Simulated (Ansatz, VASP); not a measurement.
One calculation of SnO2, two programs

```
Sn O
1.0
     4.67636    0.00000    0.00000
     0.00000    4.67649    0.00000
     0.00000    0.00000    3.17419
Sn O
2 4
Direct
  0.50000 0.50000 0.50000
  0.00000 0.00000 0.00000
  0.30528 0.30532 0.00000
  0.80528 0.19468 0.50000
  0.19472 0.80532 0.50000
  0.69472 0.69468 0.00000
```

Alike in both runs: task single point; functional r2SCAN; k mesh 6 × 6 × 8; occupations gaussian, width 0.02 eV; no spin polarisation.

|  | VASP | Ansatz |
| --- | --- | --- |
| version | VASP 6.6.1 | Ansatz 0.2.0 |
| potentials or method | VASP PAW PBE potentials, release 64 (Sn_d, O), cutoff 520 eV | scalar-relativistic, plane waves, PAW |
| valence electrons in the cell | 52 | 52 |

```csv
,VASP,Ansatz,Ansatz less VASP
gap on the k mesh at the Fermi level (eV),2.30,2.27,-0.032
least direct gap on the mesh (eV),2.30,2.27,-0.032
pressure (GPa),11.3,9.9,-1.30
"traceless stress, the component that is largest in VASP (GPa)",0.38,0.03,-0.347
rms of the force components (eV/Å),0.011,0.001,-0.0100
```

VASP's potentials were made for PBE, not for r2SCAN. Atom by atom the forces differ by 0.010 eV/Å (rms over components).
